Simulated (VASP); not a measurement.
**CoSi: single point with r2SCAN**

CoSi:

```xyz
8
Lattice="4.4307 0.0000 0.0000 0.0000 4.4307 0.0000 0.0000 0.0000 4.4307" Properties=species:S:1:pos:R:3 pbc="T T T"
Co    0.6412    0.6412    0.6412
Co    2.8565    1.5742    3.7896
Co    3.7896    2.8565    1.5742
Co    1.5742    3.7896    2.8565
Si    3.7357    3.7357    3.7357
Si    1.5203    2.9104    0.6951
Si    0.6951    1.5203    2.9104
Si    2.9104    0.6951    1.5203
```

| Property | Result |
| --- | --- |
| Program | VASP 6.6.1 |
| Task | single point |
| Functional | r2SCAN |
| Potentials or basis | VASP PAW PBE potentials, release 64 (Co, Si) |
| Cutoff | 520 eV |
| k mesh | 8 × 8 × 8 |
| Occupations | gaussian, width 0.1 eV |
| Spin | no spin polarisation |

```
Pressure               : -7.4 GPa
Largest force          : 0.012 eV/Å
Band gap on the k mesh : zero (bands 26 and 27 overlap by 0.20 eV)
```

Forces on the atoms (eV/Å):
```
Co  -0.007 -0.007 -0.007
Co  -0.007  0.007  0.007
Co   0.007 -0.007  0.007
Co   0.007  0.007 -0.007
Si   0.003  0.003  0.003
Si   0.003 -0.003 -0.003
Si  -0.003  0.003 -0.003
Si  -0.003 -0.003  0.003
```

Levels at points of the mesh, in eV from the Fermi level:
```tsv
k point	band 24	band 25	band 26	band 27	band 28	band 29
(0.00, 0.00, 0.00)	-0.86	-0.03	-0.03	-0.03	2.68	2.68
(0.50, 0.00, 0.00)	-0.72	-0.51	-0.51	1.02	1.02	1.57
(0.50, 0.50, 0.00)	-1.09	-0.07	-0.07	0.62	0.62	2.13
(0.50, 0.50, 0.50)	-1.31	-0.23	-0.23	-0.23	-0.23	5.83
```

It took 11 min on 1 thread of Intel Xeon 8259CL (shared host), peak memory 0.28 GiB.

Caveat: the cell stands under tension; the PAW data sets were made with another functional, which shifts forces and pressure a little; the run has no spin polarisation, though such a crystal can be magnetic. Spin polarisation is off, so any magnetic state and its effect on volume and gap are missing.
